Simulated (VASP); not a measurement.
**CsBr (CsCl type): single point with PBE**

Crystal: CsBr (CsCl type).

```
Cs Br
1.0
     4.23678    0.00000    0.00000
     0.00000    4.23678    0.00000
     0.00000    0.00000    4.23678
Cs Br
1 1
Direct
  0.00000 0.00000 0.00000
  0.50000 0.50000 0.50000
```

This cell differs from its parent crystal: volume scaled by 0.9.

```yaml
Program: VASP 6.6.1
Task: single point
Functional: PBE
Potentials_or_basis: VASP PAW PBE potentials, release 64 (Cs_sv, Br)
Cutoff: 500 eV
k_mesh: 11 × 11 × 11
Occupations: fermi-dirac, width 0.1 eV
Spin: no spin polarisation
Dipole_correction: no
Further_INCAR_settings: ALGO = Normal; EDIFF = 1e-06; NBANDS = 15
```

```yaml
Pressure: 1.8 GPa
Band_gap_on_the_k_mesh: 4.65 eV, direct
```

Levels at points of the mesh, in eV from the valence-band top:
```tsv
k point	band 4	band 5	band 6	band 7	band 8	band 9	band 10	band 11	band 12	band 13
(0.00, 0.00, 0.00)	-6.32	-6.32	0.00	0.00	0.00	4.65	4.87	4.87	9.23	9.23
```

Run time: 41 s on 1 thread of AMD EPYC 7R43 64-Core Processor (Zen 3), with other jobs on the host, peak memory 0.18 GiB.

Caveat: spin-orbit coupling is left out, which moves the levels of the heavy elements. A k mesh can miss the band edges.
